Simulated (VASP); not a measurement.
# K (Im-3m) in VASP: further runs

The runs below take K through single point, relaxation of volume and atoms at fixed shape, with PBEsol.

All numbers are computed with VASP 6.6.1; they aren't measurements. Logs are shortened: lines on timing, memory, paths and dates and some standing lists are left out, and cuts for length are marked.

### 1 The cell of the first run

The structure is cubic, space group Im-3m (No. 229). Conventional cell: a = 5.225 Å, b = 5.225 Å, c = 5.225 Å, α = 90.00°, β = 90.00°, γ = 90.00°.

### 2 Single point, PBEsol

INCAR reads:

```
SYSTEM = K
PREC = Accurate
ENCUT = 500
EDIFF = 1E-6
ISMEAR = -1
SIGMA = 0.02
LREAL = .FALSE.
LASPH = .TRUE.
NELM = 120
ALGO = Normal
ISIF = 2
LWAVE = .FALSE.
LCHARG = .FALSE.
GGA = PS
NBANDS = 10
GGA_COMPAT = .FALSE.
```

KPOINTS reads:

```
regular mesh
0
G
  6 6 6
  0 0 0
```

POSCAR reads:

```
K
1.0
   -2.6125000000      2.6125000000      2.6125000000
    2.6125000000     -2.6125000000      2.6125000000
    2.6125000000      2.6125000000     -2.6125000000
K
1
Direct
    0.0000000000      0.0000000000      0.0000000000
```

Potentials or basis: VASP PAW PBE potentials, release 64 (K_sv).

Command:

```
$ cat potpaw_PBE.64/K_sv/POTCAR > POTCAR
$ mpirun -np 1 vasp_std > vasp.out
```

OUTCAR:

```text
SYSTEM = K
   PREC = Accurate
   ENCUT = 500
   EDIFF = 1E-6
   ISMEAR = -1
   LREAL = .FALSE.
   LASPH = .TRUE.
   NELM = 120
   ISIF = 2
   GGA = PS

 ion  position               nearest neighbor table
   1  0.000  0.000  0.000-

  LATTYP: Found a body centered cubic cell.
 ALAT       =     5.2250000000

  Lattice vectors:

 A1 = (  -2.6125000000,   2.6125000000,   2.6125000000)
 A2 = (   2.6125000000,  -2.6125000000,   2.6125000000)
 A3 = (   2.6125000000,   2.6125000000,  -2.6125000000)

Analysis of symmetry for initial positions (statically):
=====================================================================
 Subroutine PRICEL returns:
 Original cell was already a primitive cell.

 Routine SETGRP: Setting up the symmetry group for a
 body centered cubic supercell.

 Subroutine GETGRP returns: Found 48 space group operations
 (whereof 48 operations were pure point group operations)
 out of a pool of 48 trial point group operations.

The static configuration has the point symmetry O_h .

Analysis of symmetry for dynamics (positions and initial velocities):
=====================================================================
 Subroutine PRICEL returns:
 Original cell was already a primitive cell.

 Routine SETGRP: Setting up the symmetry group for a
 body centered cubic supercell.

 Subroutine GETGRP returns: Found 48 space group operations
 (whereof 48 operations were pure point group operations)
 out of a pool of 48 trial point group operations.

The dynamic configuration has the point symmetry O_h .

 Subroutine INISYM returns: Found 48 space group operations
 (whereof 48 operations are pure point group operations),
 and found     1 'primitive' translations

----------------------------------------------------------------------------------------

                                     Primitive cell

  volume of cell :      71.3229

  direct lattice vectors                    reciprocal lattice vectors
    -2.612500000  2.612500000  2.612500000     0.000000000  0.191387560  0.191387560
     2.612500000 -2.612500000  2.612500000     0.191387560  0.000000000  0.191387560
     2.612500000  2.612500000 -2.612500000     0.191387560  0.191387560  0.000000000

  length of vectors
     4.524982735  4.524982735  4.524982735     0.270662883  0.270662883  0.270662883

  position of ions in fractional coordinates (direct lattice)
     0.000000000  0.000000000  0.000000000

  ion indices of the primitive-cell ions
   primitive index   ion index
                 1           1

----------------------------------------------------------------------------------------

 KPOINTS: regular mesh

Automatic generation of k-mesh.
 Grid dimensions read from file:
 generate k-points for:    6    6    6

 Generating k-lattice:

  Cartesian coordinates                     Fractional coordinates (reciprocal lattice)
     0.000000000  0.031897927  0.031897927     0.166666667  0.000000000  0.000000000
     0.031897927  0.000000000  0.031897927     0.000000000  0.166666667  0.000000000
     0.031897927  0.031897927  0.000000000     0.000000000  0.000000000  0.166666667

  Length of vectors
     0.045110480  0.045110480  0.045110480

  Shift w.r.t. Gamma in fractional coordinates (k-lattice)
     0.000000000  0.000000000  0.000000000

 Subroutine IBZKPT returns following result:
 ===========================================

 Found     16 irreducible k-points:

 Following reciprocal coordinates:
            Coordinates               Weight
  0.000000  0.000000  0.000000      1.000000
  0.166667  0.000000  0.000000     12.000000
  0.333333  0.000000  0.000000     12.000000
  0.500000  0.000000  0.000000      6.000000
  0.166667  0.166667  0.000000     24.000000
  0.333333  0.166667  0.000000     48.000000
[... 8 lines left out ...]
  0.500000  0.500000  0.333333     12.000000
  0.500000  0.500000  0.500000      1.000000
   k-points           NKPTS =     16   k-points in BZ     NKDIM =     16   number of bands    NBANDS=     10
   number of dos      NEDOS =    301   number of ions     NIONS =      1
   total plane-waves  NPLWV =  46656
   dimension x,y,z NGX =    36 NGY =   36 NGZ =   36
   dimension x,y,z NGXF=    72 NGYF=   72 NGZF=   72
   ions per type =               1
   NGX,Y,Z   is equivalent  to a cutoff of  13.23, 13.23, 13.23 a.u.
   NGXF,Y,Z  is equivalent  to a cutoff of  26.45, 26.45, 26.45 a.u.
 SYSTEM =  K
   PREC   = accura    normal or accurate (medium, high low for compatibility)
   ISTART =      0    job   : 0-new  1-cont  2-samecut
   ICHARG =      2    charge: 1-file 2-atom 10-const
   ISPIN  =      1    spin polarized calculation?
   LNONCOLLINEAR =      F non collinear calculations
   LSORBIT =      F    spin-orbit coupling
   LASPH  =      T    aspherical Exc in radial PAW
   ENCUT  =  500.0 eV  36.75 Ry    6.06 a.u.   8.25  8.25  8.25*2*pi/ulx,y,z
   NELM   =    120;   NELMIN=  2; NELMDL= -5     # of ELM steps
   EDIFF  = 0.1E-05   stopping-criterion for ELM
   LREAL  =      F    real-space projection
   EDIFFG = 0.1E-04   stopping-criterion for IOM
   NSW    =      0    number of steps for IOM
   IBRION =     -1    ionic relax: 0-MD 1-quasi-New 2-CG
   NFREE  =      0    steps in history (QN), initial steepest desc. (CG)
   ISIF   =      2    stress and relaxation
   ISYM   =      2    0-nonsym 1-usesym 2-fastsym
   POTIM  = 0.5000    time-step for ionic-motion
   TEBEG  =    0.0;   TEEND  =   0.0 temperature during run
   PSTRESS=    0.0 pullay stress
   NELECT =       9.0000    total number of electrons
   NUPDOWN=      -1.0000    fix difference up-down
   EMIN   =  10.00;   EMAX   =-10.00  energy-range for DOS
   EFERMI =   0.00;   METHOD = LEGACY
   ISMEAR =    -1;   SIGMA  =   0.02  broadening in eV -4-tet -1-fermi 0-gaus
   EFERMI_NEDOS =   21; number of points for ismear=-14 and -15
   IALGO  =     38    algorithm
   IMIX   =      4    mixing-type and parameters
     AMIX     =   0.40;   BMIX     =  1.00
     AMIX_MAG =   1.60;   BMIX_MAG =  1.00
  volume/ion in A,a.u.               =      71.32       481.31
  Fermi-wavevector in a.u.,A,eV,Ry     =   0.821131  1.551714  9.173822  0.674257
  Thomas-Fermi vector in A             =   1.932236
   LORBIT       =      0    0 simple, 1 ext, 2 COOP (PROOUT), +10 PAW based schemes
   GGA     = PS    functional components
   LHFCALC =     F    Hartree Fock is set to
   AEXX    =    0.0000 exact exchange contribution
   IVDW    =     0    specifies the selected vdW correction
   LEPSILON=     F    determine dielectric tensor
   LRPA    =     F    only Hartree local field effects (RPA)
 non-spin polarized calculation
  energy-cutoff  :      500.00
  volume of cell :       71.32
 maximum number of plane-waves:      1865
 NGX is ok and might be reduce to    36
   NGX = 17   NGY = 17   NGZ = 17

 number of electron       9.0000000 magnetization

 Free energy of the ion-electron system (eV)
  ---------------------------------------------------
  ext. energy  EPLUGINS =         0.00000000
  ---------------------------------------------------
  free energy    TOTEN  =        -1.11224885 eV

  energy without entropy =       -1.10615712  energy(sigma->0) =       -1.10920299

 E-fermi :  -0.0740     XC(G=0):  -5.7733

 val. band max:       -0.3497932720   @ k =   0.1667   0.1667   0.1667
 cond. band min:      -0.0689884469   @ k =   0.3333   0.1667   0.0000
 fundamental gap:      0.2808048251
 Fermi energy:        -0.0740147379

 k-point     1 :       0.0000    0.0000    0.0000
  band No.  band energies     occupation
      1     -32.0733      2.00000
      2     -15.5808      2.00000
      3     -15.5808      2.00000
      4     -15.5808      2.00000
      5      -2.3031      2.00000
      6       4.2252      0.00000
      7       4.2252      0.00000
      8       4.2252      0.00000
      9       5.1659      0.00000
     10       5.1659      0.00000

 k-point     2 :       0.1667    0.0000    0.0000
  band No.  band energies     occupation
      1     -32.0721      2.00000
      2     -15.6002      2.00000
      3     -15.5872      2.00000
      4     -15.5808      2.00000
      5      -1.9526      2.00000
      6       3.5882      0.00000
      7       3.8388      0.00000
      8       4.5095      0.00000
      9       4.9131      0.00000
     10       5.1065      0.00000

 k-point     3 :       0.3333    0.0000    0.0000
  band No.  band energies     occupation
      1     -32.0696      2.00000
      2     -15.6385      2.00000
      3     -15.6001      2.00000
      4     -15.5807      2.00000
      5      -0.9672      2.00000
      6       2.0715      0.00000
      7       3.2892      0.00000
      8       5.0084      0.00000
      9       5.2283      0.00000
     10       5.3291      0.00000

 k-point     4 :       0.5000    0.0000    0.0000
  band No.  band energies     occupation
      1     -32.0684      2.00000
      2     -15.6573      2.00000
      3     -15.6065      2.00000
      4     -15.5807      2.00000
      5       0.3420      0.00000
      6       0.6014      0.00000
      7       3.0730      0.00000
      8       4.8405      0.00000
      9       5.7049      0.00000
     10       5.9424      0.00000

 k-point     5 :       0.1667    0.1667    0.0000
  band No.  band energies     occupation
      1     -32.0702      2.00000
      2     -15.6262      2.00000
      3     -15.5952      2.00000
      4     -15.5852      2.00000
      5      -1.2830      2.00000
      6       2.7468      0.00000
      7       3.1411      0.00000
      8       4.7910      0.00000
      9       4.9009      0.00000
     10       5.5004      0.00000

 k-point     6 :       0.3333    0.1667    0.0000
  band No.  band energies     occupation
      1     -32.0684      2.00000
      2     -15.6476      2.00000
      3     -15.6103      2.00000
      4     -15.5867      2.00000
      5      -0.0690      0.87500
      6       1.4201      0.00000
      7       2.6404      0.00000
      8       4.6372      0.00000
      9       5.3056      0.00000
     10       5.7322      0.00000

 k-point     7 :       0.3333    0.3333    0.0000
  band No.  band energies     occupation
      1     -32.0678      2.00000
      2     -15.6335      2.00000
      3     -15.6335      2.00000
      4     -15.5904      2.00000
      5       1.1098      0.00000
      6       1.1098      0.00000
      7       1.5262      0.00000
      8       4.5440      0.00000
      9       5.3282      0.00000
     10       5.3282      0.00000

 k-point     8 :       0.1667    0.1667    0.1667
  band No.  band energies     occupation
      1     -32.0689      2.00000
      2     -15.6411      2.00000
      3     -15.5978      2.00000
      4     -15.5978      2.00000
      5      -0.3498      2.00000
      6       2.1766      0.00000
      7       2.1766      0.00000
      8       4.3479      0.00000
      9       5.5535      0.00000
     10       5.5535      0.00000

 k-point     9 :       0.3333    0.1667    0.1667
  band No.  band energies     occupation
      1     -32.0682      2.00000
      2     -15.6375      2.00000
      3     -15.6152      2.00000
      4     -15.5991      2.00000
      5       0.9416      0.00000
      6       0.9959      0.00000
      7       1.9894      0.00000
      8       3.6723      0.00000
      9       5.6649      0.00000
     10       5.7687      0.00000

 k-point    10 :      -0.1667    0.1667    0.1667
  band No.  band energies     occupation
      1     -32.0709      2.00000
      2     -15.6037      2.00000
      3     -15.5939      2.00000
      4     -15.5939      2.00000
      5      -1.6121      2.00000
      6       3.6616      0.00000
      7       3.7036      0.00000
      8       3.7036      0.00000
      9       4.6370      0.00000
     10       5.6365      0.00000

 k-point    11 :      -0.3333    0.3333    0.1667
  band No.  band energies     occupation
      1     -32.0686      2.00000
      2     -15.6350      2.00000
      3     -15.6072      2.00000
      4     -15.5954      2.00000
      5      -0.6555      2.00000
      6       2.2131      0.00000
      7       3.3382      0.00000
      8       3.8195      0.00000
      9       5.2556      0.00000
     10       5.3458      0.00000

 k-point    12 :       0.5000    0.5000    0.1667
  band No.  band energies     occupation
      1     -32.0675      2.00000
      2     -15.6520      2.00000
      3     -15.6139      2.00000
      4     -15.5947      2.00000
      5       0.6899      0.00000
      6       0.7555      0.00000
      7       3.1692      0.00000
      8       3.6641      0.00000
      9       5.2511      0.00000
     10       6.4437      0.00000

 k-point    13 :      -0.3333    0.5000    0.1667
  band No.  band energies     occupation
      1     -32.0670      2.00000
      2     -15.6425      2.00000
      3     -15.6255      2.00000
      4     -15.6005      2.00000
      5       0.4666      0.00000
      6       1.6067      0.00000
      7       2.3507      0.00000
      8       4.1929      0.00000
      9       4.6844      0.00000
     10       5.7665      0.00000

 k-point    14 :      -0.3333    0.3333    0.3333
  band No.  band energies     occupation
      1     -32.0666      2.00000
      2     -15.6312      2.00000
      3     -15.6215      2.00000
      4     -15.6215      2.00000
      5       0.1928      0.00000
      6       2.1093      0.00000
      7       3.3719      0.00000
      8       3.3719      0.00000
      9       4.0125      0.00000
     10       5.6592      0.00000

 k-point    15 :       0.5000    0.5000    0.3333
  band No.  band energies     occupation
      1     -32.0655      2.00000
      2     -15.6413      2.00000
      3     -15.6286      2.00000
      4     -15.6223      2.00000
      5       1.1894      0.00000
      6       1.4133      0.00000
      7       2.9674      0.00000
      8       3.3582      0.00000
      9       4.1483      0.00000
     10       6.1948      0.00000

 k-point    16 :       0.5000    0.5000    0.5000
  band No.  band energies     occupation
      1     -32.0646      2.00000
      2     -15.6359      2.00000
      3     -15.6359      2.00000
      4     -15.6359      2.00000
      5       1.5598      0.00000
      6       1.5598      0.00000
      7       3.4492      0.00000
      8       3.4492      0.00000
      9       3.4492      0.00000
     10       5.6197      0.00000

------------------------ aborting loop because EDIFF is reached ----------------------------------------

  FORCE on cell =-STRESS in cart. coord.  units (eV):
  Direction    XX          YY          ZZ          XY          YZ          ZX
  --------------------------------------------------------------------------------------
  -------------------------------------------------------------------------------------
  Total       -0.0016222     -0.0016222     -0.0016222     -0.0000000      0.0000000     -0.0000000
  in kB       -0.0364410     -0.0364410     -0.0364410     -0.0000000      0.0000000     -0.0000000
  external PRESSURE =      -0.0364410 kB  Pullay stress =       0.0000000 kB

 VOLUME and BASIS-vectors are now :
 -----------------------------------------------------------------------------
  energy-cutoff  :      500.00
  volume of cell :       71.32
      direct lattice vectors                 reciprocal lattice vectors
    -2.612500000  2.612500000  2.612500000     0.000000000  0.191387560  0.191387560
     2.612500000 -2.612500000  2.612500000     0.191387560  0.000000000  0.191387560
     2.612500000  2.612500000 -2.612500000     0.191387560  0.191387560  0.000000000

 POSITION                                       TOTAL-FORCE (eV/Angst)
 -----------------------------------------------------------------------------------
      0.00000      0.00000      0.00000        -0.000000      0.000000     -0.000000
 -----------------------------------------------------------------------------------
    total drift:                               -0.000000      0.000000      0.000000

  FREE ENERGIE OF THE ION-ELECTRON SYSTEM (eV)
  ---------------------------------------------------
  free  energy   TOTEN  =        -1.1122488519 eV

  energy  without entropy=       -1.1061571220  energy(sigma->0) =       -1.10920299
```

It took 13 s on 1 thread of Intel Xeon Platinum 8488C (Sapphire Rapids), shared host; peak memory 0.2 GiB.

What came out:

```yaml
Free_energy: -1.1122 eV
Pressure: 0.0 GPa
Band_gap_on_the_k_mesh: zero (an odd number of electrons rules out a gap without spin polarisation)
```

Caveat: the PAW data sets were made with another functional, which shifts forces and pressure a little.

### 3 Relaxation of volume and atoms at fixed shape, PBEsol

INCAR reads:

```
ALGO = Normal
EDIFF = 1E-7
EDIFFG = -0.02
ENCUT = 500
GGA = PS
GGA_COMPAT = False
IBRION = 2
ISIF = 8
ISMEAR = -1
LASPH = True
LCHARG = False
LREAL = False
LWAVE = False
NELM = 120
NELMIN = 4
NSW = 80
PREC = Accurate
SIGMA = 0.02
```

KPOINTS reads:

```
k-points
0
Gamma
  6 6 6
```

POSCAR is that of step 2.

Potentials or basis: VASP PAW PBE potentials, release 64 (K_sv).

Command:

```
$ cat potpaw_PBE.64/K_sv/POTCAR > POTCAR
$ mpirun -np 1 vasp_std > vasp.out
```

It took 17 s on 1 thread of Intel Xeon Platinum 8488C (Sapphire Rapids), shared host; peak memory 0.19 GiB.

It converged, with:

```
Free energy             : -1.1122 eV
Pressure after relaxing : 0.0 GPa
Band gap on the k mesh  : zero (an odd number of electrons rules out a gap without spin polarisation)
```

Final structure:
```
CELL_PARAMETERS angstrom
-2.61250 2.61250 2.61250
2.61250 -2.61250 2.61250
2.61250 2.61250 -2.61250
ATOMIC_POSITIONS crystal
K 0.00000 0.00000 0.00000
```

Levels at points of the mesh, in eV from the Fermi level:
```
           k point  band 1  band 2  band 3  band 4  band 5  band 6  band 7  band 8
(0.00, 0.00, 0.00)  -32.00  -15.51  -15.51  -15.51   -2.23    4.30    4.30    4.30
(0.50, 0.00, 0.00)  -31.99  -15.58  -15.53  -15.51    0.42    0.68    3.15    4.91
(0.50, 0.50, 0.50)  -31.99  -15.56  -15.56  -15.56    1.63    1.63    3.52    3.52
```

Caveat: the relaxation stopped at its first step, so nothing moved; the PAW data sets were made with another functional, which shifts forces and pressure a little.
